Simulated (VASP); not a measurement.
Here is a VASP 6.6.1 calculation.

File INCAR:

```
SYSTEM = Ni2Pt
PREC     = Accurate       ! precision mode
ENCUT    = 520            ! plane-wave cutoff, eV
EDIFF    = 1E-7           ! SCF threshold, eV
ISMEAR   = 0              ! smearing method
SIGMA    = 0.1            ! smearing width, eV
LREAL    = .False.        ! projectors in reciprocal space
LASPH    = .True.         ! aspherical terms in the spheres
NELM     = 150            ! most SCF steps
ALGO     = Normal         ! electronic algorithm
ISIF     = 2              ! what is computed and relaxed
LWAVE    = .False.        ! write WAVECAR
LCHARG   = .True.         ! write CHGCAR
ISPIN    = 2              ! spin polarisation
MAGMOM   = 0.93 0.93 0.93 0.93 0.24 0.24 ! initial moments
LORBIT   = 11             ! projections on sites
LMAXMIX  = 4              ! l up to which the mixer works
GGA      = PE             ! functional
LVHAR    = .True.       
NBANDS   = 43             ! bands
KPAR     = 4
```

KPOINTS

```
Automatic mesh
0
Gamma
  18 18 4
  0 0 0
```

The input POSCAR:

```
Ni2Pt
1.0
    2.6702706358      0.0000000000      0.0000000000
   -1.3351353179      2.3125222056      0.0000000000
    0.0000000000      0.0000000000     12.5224852481
Ni Pt
4 2
Direct
    0.3333333333      0.6666666667      0.0762036692
    0.3333333333      0.6666666667      0.4237963308
    0.6666666667      0.3333333333      0.9237963308
    0.6666666667      0.3333333333      0.5762036692
    0.3333333333      0.6666666667      0.7500000000
    0.6666666667      0.3333333333      0.2500000000
```

Potentials or basis: VASP PAW PBE potentials, release 64 (Ni, Pt).

Command:

```console
$ cat potpaw_PBE.64/Ni/POTCAR potpaw_PBE.64/Pt/POTCAR > POTCAR
$ mpirun -np 4 vasp_std > vasp.out
```

(1) What does it give for the net moment?

(2) Predict the site moments.

## Answers

(1) 3.42 μB per cell.

(2) Ni +0.76; Pt +0.22 μB.
